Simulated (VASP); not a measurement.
Input of a VASP 6.6.1 run:

POSCAR

```
MgS
1.0
    4.2260282880      0.0000000000      0.0000000000
   -2.1130141440      3.6598478545      0.0000000000
    0.0000000000      0.0000000000      6.0598073841
Mg S
2 2
Direct
    0.3333333333      0.6666666667     -0.0166958447
    0.6666666667      0.3333333333      0.4833041553
    0.3333333333      0.6666666667      0.3916958447
    0.6666666667      0.3333333333      0.8916958447
```

File INCAR.step1:

```
ALGO = Normal
EDIFF = 1E-5
ENCUT = 520
GGA = PE
ISIF = 2
ISMEAR = 0
LASPH = T
LCHARG = F
LREAL = F
LWAVE = T
NBANDS = 16
NELM = 80
PREC = Accurate
SIGMA = 0.01
```

The input INCAR.step2:

```
ALGO = Normal
EDIFF = 1E-7
ENCUT = 520
GGA = PE
HFSCREEN = 0.2079
ISIF = 2
ISMEAR = 0
ISTART = 1
LASPH = T
LCHARG = F
LHFCALC = T
LREAL = F
LWAVE = F
NBANDS = 16
NELM = 80
PREC = Accurate
PRECFOCK = Normal
SIGMA = 0.01
```

Contents of KPOINTS:

```
k-points
0
Gamma
  6 6 4
```

Potentials or basis: VASP PAW PBE potentials, release 64 (Mg, S).

The run is started by

```console
$ cat potpaw_PBE.64/Mg/POTCAR potpaw_PBE.64/S/POTCAR > POTCAR
$ cp INCAR.step1 INCAR
$ mpirun -np 1 vasp_std > vasp.out
$ cp INCAR.step2 INCAR
$ mpirun -np 1 vasp_std > vasp.out
```

(1) Estimate the largest force.

(2) What does it give for the pressure?

Results:

(1) 0.011 eV/Å.

(2) -2.7 GPa.

Caveat: the cell differs from its parent crystal (epitaxial xy strain +4.9%); the PAW data sets were made with another functional, which shifts forces and pressure a little.
